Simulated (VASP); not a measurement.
Crystal: TaN.

```xyz
2
Lattice="0.0000 2.1245 2.2879 2.1245 0.0000 2.2879 2.1245 2.1245 0.0000" Properties=species:S:1:pos:R:3 pbc="T T T"
Ta    2.1245    2.1245    2.2879
N     0.0000    0.0000    0.0000
```

This cell differs from its parent crystal: strain -0.025 along x and y, +0.050 along z.

Base run:

```yaml
Program: VASP 6.6.1
Functional: PBEsol
Potentials_or_basis: VASP PAW PBE potentials, release 64 (Ta_sv_GW, N)
Cutoff: 600 eV
k_mesh: 18 × 18 × 18
Occupations: gaussian, width 0.15 eV
Spin: no spin polarisation
```

Its results: band gap on the k mesh zero (band 9 reaches 15.96 eV, above the bottom of band 10 at 12.07 eV); pressure 10.3 GPa.

Question: The run is repeated on the same cell with these changes: potentials or basis from VASP PAW PBE potentials, release 64 (Ta_sv_GW, N) to VASP PAW PBE potentials, release 64 (Ta_pv, N); cutoff from 600 eV to 520 eV; further incar settings from ALGO = Normal; EDIFF = 1e-06; NBANDS = 16 to ALGO = Normal; EDIFF = 1e-06; NBANDS = 15; valence electrons from 18 to 16. What comes out?

Answer: Band gap on the k mesh zero (band 8 reaches 11.57 eV, above the bottom of band 9 at 7.67 eV); pressure 11.3 GPa.

Caveats: the PAW data sets were made with another functional, which shifts forces and pressure a little; spin-orbit coupling is left out, which moves the levels of the heavy elements.
